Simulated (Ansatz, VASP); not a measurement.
## One calculation of AlInSbN2, two programs

```
CELL_PARAMETERS angstrom
2.96611 0.00000 0.00000
0.00000 5.23212 0.00000
0.00000 0.00000 10.16782
ATOMIC_POSITIONS crystal
Al 0.00000 0.50000 0.39949
In 0.00000 0.00000 0.52867
Sb 0.00000 0.50000 0.68438
N 0.00000 0.00000 0.10086
N 0.00000 0.00000 0.99245
```

Alike in both runs: functional PBE; k mesh 6 × 4 × 4; occupations gaussian, width 0.1 eV; no spin polarisation.

Ansatz relaxed the structure, and its values are those at the end. VASP's run is a single point on that final structure, the one shown.

|  | VASP | Ansatz |
| --- | --- | --- |
| version | VASP 6.6.1 | Ansatz 0.2.0 |
| potentials or method | VASP PAW PBE potentials, release 64 (Al, In_d, Sb, N), cutoff 520 eV | scalar-relativistic, plane waves, PAW |
| valence electrons in the cell | 31 | 41 |

```tsv
	VASP	Ansatz	Ansatz less VASP
gap on the k mesh at the Fermi level (eV)	none	none	-
pressure (GPa)	0.6	0.1	-0.59
rms of the force components (eV/Å)	0.640	0.004	-0.6365
```

A gap of «none» marks a metal or a gap that the smearing closes. One of these differences is far larger than is usual between the two programs; its cause wasn't traced. The functional is the same, so the differences come from potentials, cutoffs and numerics. VASP's potentials hold 31 valence electrons a cell and Ansatz's 41, so a difference there can come from the potentials and not from the codes.

Neither program's run includes spin-orbit coupling. Noted on VASP's run: the standard files for N, O and F lose accuracy on very short bonds.
